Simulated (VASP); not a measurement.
# HgTe (Fm-3m) in VASP: further runs, part 2 of 2

VASP 6.6.1. Earlier steps stand in the parts before.

### 6 Single point, LDA (24.69 Å³/atom)

This run uses another cell than the first one, of 24.69 Å³/atom.

Input file INCAR:

```
  PREC = Accurate
  ENCUT = 500
  EDIFF = 1E-6
  ISMEAR = -1
  SIGMA = 0.08
  LREAL = False
  LASPH = True
  NELM = 120
  ALGO = Normal
  ISIF = 2
  LWAVE = False
  LCHARG = False
  NBANDS = 16
  GGA_COMPAT = False
```

Input file KPOINTS:

```
Automatic mesh
0
Gamma
  10 10 10
```

Input file POSCAR:

```
HgTe
1.0
    0.0000000000      2.9117290240      2.9117290240
    2.9117290240      0.0000000000      2.9117290240
    2.9117290240      2.9117290240      0.0000000000
Hg Te
1 1
Direct
    0.0000000000      0.0000000000      0.0000000000
    0.5000000000      0.5000000000      0.5000000000
```

Potentials or basis: VASP PAW LDA potentials, release 64 (Hg, Te).

Started as:

```bash
cat potpaw_LDA.64/Hg/POTCAR potpaw_LDA.64/Te/POTCAR > POTCAR
mpirun -np 1 vasp_std > vasp.out
```

OUTCAR:

```text
PREC = Accurate
   ENCUT = 500
   EDIFF = 1E-6
   ISMEAR = -1
   LREAL = False
   LASPH = True
   NELM = 120
   ISIF = 2

 ion  position               nearest neighbor table
   1  0.000  0.000  0.000-   2 2.91   2 2.91   2 2.91   2 2.91   2 2.91   2 2.91
   2  0.500  0.500  0.500-   1 2.91   1 2.91   1 2.91   1 2.91   1 2.91   1 2.91

  LATTYP: Found a face centered cubic cell.
 ALAT       =     5.8234580480

  Lattice vectors:

 A1 = (   0.0000000000,   2.9117290240,   2.9117290240)
 A2 = (   2.9117290240,   0.0000000000,   2.9117290240)
 A3 = (   2.9117290240,   2.9117290240,   0.0000000000)

Analysis of symmetry for initial positions (statically):
=====================================================================
 Subroutine PRICEL returns:
 Original cell was already a primitive cell.

 Routine SETGRP: Setting up the symmetry group for a
 face centered cubic supercell.

 Subroutine GETGRP returns: Found 48 space group operations
 (whereof 48 operations were pure point group operations)
 out of a pool of 48 trial point group operations.

The static configuration has the point symmetry O_h .

Analysis of symmetry for dynamics (positions and initial velocities):
=====================================================================
 Subroutine PRICEL returns:
 Original cell was already a primitive cell.

 Routine SETGRP: Setting up the symmetry group for a
 face centered cubic supercell.

 Subroutine GETGRP returns: Found 48 space group operations
 (whereof 48 operations were pure point group operations)
 out of a pool of 48 trial point group operations.

The dynamic configuration has the point symmetry O_h .

 Subroutine INISYM returns: Found 48 space group operations
 (whereof 48 operations are pure point group operations),
 and found     1 'primitive' translations

----------------------------------------------------------------------------------------

                                     Primitive cell

  volume of cell :      49.3722

  direct lattice vectors                    reciprocal lattice vectors
     0.000000000  2.911729024  2.911729024    -0.171719276  0.171719276  0.171719276
     2.911729024  0.000000000  2.911729024     0.171719276 -0.171719276  0.171719276
     2.911729024  2.911729024  0.000000000     0.171719276  0.171719276 -0.171719276

  length of vectors
     4.117806676  4.117806676  4.117806676     0.297426511  0.297426511  0.297426511

  position of ions in fractional coordinates (direct lattice)
     0.000000000  0.000000000  0.000000000
     0.500000000  0.500000000  0.500000000

  ion indices of the primitive-cell ions
   primitive index   ion index
                 1           1
                 2           2

----------------------------------------------------------------------------------------

 KPOINTS: Automatic mesh

Automatic generation of k-mesh.
 Grid dimensions read from file:
 generate k-points for:   10   10   10

 Generating k-lattice:

  Cartesian coordinates                     Fractional coordinates (reciprocal lattice)
    -0.017171928  0.017171928  0.017171928     0.100000000  0.000000000  0.000000000
     0.017171928 -0.017171928  0.017171928     0.000000000  0.100000000  0.000000000
     0.017171928  0.017171928 -0.017171928     0.000000000  0.000000000  0.100000000

  Length of vectors
     0.029742651  0.029742651  0.029742651

  Shift w.r.t. Gamma in fractional coordinates (k-lattice)
     0.000000000  0.000000000  0.000000000

 Subroutine IBZKPT returns following result:
 ===========================================

 Found     47 irreducible k-points:

 Following reciprocal coordinates:
            Coordinates               Weight
  0.000000  0.000000  0.000000      1.000000
  0.100000  0.000000  0.000000      8.000000
  0.200000  0.000000  0.000000      8.000000
  0.300000  0.000000  0.000000      8.000000
  0.400000  0.000000  0.000000      8.000000
  0.500000  0.000000  0.000000      4.000000
[... 16 lines left out ...]
  0.300000  0.300000  0.000000      6.000000
  0.400000  0.300000  0.000000     24.000000
 [... further k-points ...]
   k-points           NKPTS =     47   k-points in BZ     NKDIM =     47   number of bands    NBANDS=     16
   number of dos      NEDOS =    301   number of ions     NIONS =      2
   total plane-waves  NPLWV =  27000
   dimension x,y,z NGX =    30 NGY =   30 NGZ =   30
   dimension x,y,z NGXF=    60 NGYF=   60 NGZF=   60
   ions per type =               1   1
   NGX,Y,Z   is equivalent  to a cutoff of  12.11, 12.11, 12.11 a.u.
   NGXF,Y,Z  is equivalent  to a cutoff of  24.22, 24.22, 24.22 a.u.
 SYSTEM =  unknown system
   PREC   = accura    normal or accurate (medium, high low for compatibility)
   ISTART =      0    job   : 0-new  1-cont  2-samecut
   ICHARG =      2    charge: 1-file 2-atom 10-const
   ISPIN  =      1    spin polarized calculation?
   LNONCOLLINEAR =      F non collinear calculations
   LSORBIT =      F    spin-orbit coupling
   LASPH  =      T    aspherical Exc in radial PAW
   ENCUT  =  500.0 eV  36.75 Ry    6.06 a.u.   7.51  7.51  7.51*2*pi/ulx,y,z
   NELM   =    120;   NELMIN=  2; NELMDL= -5     # of ELM steps
   EDIFF  = 0.1E-05   stopping-criterion for ELM
   LREAL  =      F    real-space projection
   EDIFFG = 0.1E-04   stopping-criterion for IOM
   NSW    =      0    number of steps for IOM
   IBRION =     -1    ionic relax: 0-MD 1-quasi-New 2-CG
   NFREE  =      0    steps in history (QN), initial steepest desc. (CG)
   ISIF   =      2    stress and relaxation
   ISYM   =      2    0-nonsym 1-usesym 2-fastsym
   POTIM  = 0.5000    time-step for ionic-motion
   TEBEG  =    0.0;   TEEND  =   0.0 temperature during run
   PSTRESS=    0.0 pullay stress
   NELECT =      18.0000    total number of electrons
   NUPDOWN=      -1.0000    fix difference up-down
   EMIN   =  10.00;   EMAX   =-10.00  energy-range for DOS
   EFERMI =   0.00;   METHOD = LEGACY
   ISMEAR =    -1;   SIGMA  =   0.08  broadening in eV -4-tet -1-fermi 0-gaus
   EFERMI_NEDOS =   21; number of points for ismear=-14 and -15
   IALGO  =     38    algorithm
   IMIX   =      4    mixing-type and parameters
     AMIX     =   0.40;   BMIX     =  1.00
     AMIX_MAG =   1.60;   BMIX_MAG =  1.00
  volume/ion in A,a.u.               =      24.69       166.59
  Fermi-wavevector in a.u.,A,eV,Ry     =   1.169512  2.210057 18.609484  1.367759
  Thomas-Fermi vector in A             =   2.305984
   LORBIT       =      0    0 simple, 1 ext, 2 COOP (PROOUT), +10 PAW based schemes
   GGA     = CA    functional components
   LHFCALC =     F    Hartree Fock is set to
   AEXX    =    0.0000 exact exchange contribution
   IVDW    =     0    specifies the selected vdW correction
   LEPSILON=     F    determine dielectric tensor
   LRPA    =     F    only Hartree local field effects (RPA)
 non-spin polarized calculation
  energy-cutoff  :      500.00
  volume of cell :       49.37
 maximum number of plane-waves:      1271
   NGX = 15   NGY = 15   NGZ = 15

 number of electron      17.9999997 magnetization

 Free energy of the ion-electron system (eV)
  ---------------------------------------------------
  ext. energy  EPLUGINS =         0.00000000
  ---------------------------------------------------
  free energy    TOTEN  =        -4.88353786 eV

  energy without entropy =       -4.87147533  energy(sigma->0) =       -4.87750659

 E-fermi :   5.9145     XC(G=0): -10.7982

 val. band max:        5.8173595096   @ k =   0.5000   0.1000   0.0000
 cond. band min:       6.0314162069   @ k =  -0.2000   0.1000   0.0000
 fundamental gap:      0.2140566973
 Fermi energy:         5.9144654073

 k-point     1 :       0.0000    0.0000    0.0000
  band No.  band energies     occupation
      1      -7.2352      2.00000
      2      -1.3890      2.00000
      3      -1.3890      2.00000
      4      -1.3214      2.00000
      5      -1.3214      2.00000
      6      -1.3214      2.00000
[... 8 lines left out ...]
     15      13.9250      0.00000
     16      13.9250      0.00000

 k-point     2 :       0.1000    0.0000    0.0000
  band No.  band energies     occupation
      1      -7.1246      2.00000
      2      -1.4371      2.00000
      3      -1.4371      2.00000
      4      -1.3411      2.00000
      5      -1.3030      2.00000
      6      -1.3030      2.00000
[... 8 lines left out ...]
     15      14.0660      0.00000
     16      14.0660      0.00000
[... 387 lines left out ...]
      5      -1.1404      2.00000
      6      -1.1404      2.00000
[... 8 lines left out ...]
     15      17.7647      0.00000
     16      18.3027      0.00000

 k-point    24 :       0.4000    0.3000    0.0000
  band No.  band energies     occupation
      1      -6.0246      2.00000
      2      -1.5719      2.00000
      3      -1.4854      2.00000
      4      -1.3584      2.00000
      5      -1.0592      2.00000
      6      -1.0590      2.00000
[... 8 lines left out ...]
     15      18.2657      0.00000
     16      18.3391      0.00000

 [... further k-points ...]
[... 5 lines left out ...]
  --------------------------------------------------------------------------------------
  -------------------------------------------------------------------------------------
  Total        1.6380647      1.6380647      1.6380647      0.0000000     -0.0000000      0.0000000
  in kB       53.1567941     53.1567941     53.1567941      0.0000000     -0.0000000      0.0000000
  external PRESSURE =      53.1567941 kB  Pullay stress =       0.0000000 kB

 VOLUME and BASIS-vectors are now :
 -----------------------------------------------------------------------------
  energy-cutoff  :      500.00
  volume of cell :       49.37
      direct lattice vectors                 reciprocal lattice vectors
     0.000000000  2.911729024  2.911729024    -0.171719276  0.171719276  0.171719276
     2.911729024  0.000000000  2.911729024     0.171719276 -0.171719276  0.171719276
     2.911729024  2.911729024  0.000000000     0.171719276  0.171719276 -0.171719276

 POSITION                                       TOTAL-FORCE (eV/Angst)
 -----------------------------------------------------------------------------------
      0.00000      0.00000      0.00000        -0.000000     -0.000000      0.000000
      2.91173      2.91173      2.91173         0.000000      0.000000     -0.000000
 -----------------------------------------------------------------------------------
    total drift:                               -0.000000      0.000000      0.000000

  FREE ENERGIE OF THE ION-ELECTRON SYSTEM (eV)
  ---------------------------------------------------
  free  energy   TOTEN  =        -4.8835378634 eV

  energy  without entropy=       -4.8714753261  energy(sigma->0) =       -4.87750659
```

Run time: 14 s. Hardware: 1 thread of Intel Xeon 6975P-C (Granite Rapids), shared host; peak memory 0.17 GiB.

What came out:

| Property | Result |
| --- | --- |
| Free energy | -4.8835 eV |
| Pressure | 5.3 GPa |
| Band gap on the k mesh | zero (bands 9 and 10 overlap by 3.32 eV) |

Caveat: the cell stands under pressure; spin-orbit coupling is left out, which moves the levels of the heavy elements.

### 7 Overview

```tsv
cell	gap on the mesh (eV)	pressure (GPa)
a = 4.047 Å, angles 60.0°, 2 atoms	none	10.8
a = 4.048 Å, angles 60.0°, 2 atoms	none	10.7
a = 4.076 Å, angles 60.0°, 2 atoms	none	8.4
a = 4.104 Å, angles 60.0°, 2 atoms	none	6.3
a = 4.118 Å, angles 60.0°, 2 atoms	none	5.3
```

Alike in all rows: task single point; level LDA; potentials or basis VASP PAW LDA potentials, release 64 (Hg, Te); no spin polarisation; k mesh 10 × 10 × 10; cutoff (eV) 500; smearing fermi-dirac 0.08 eV.

Caveats: the cell stands under pressure; spin-orbit coupling is left out, which moves the levels of the heavy elements.

Absolute energies hang on the potentials; compare differences alone.
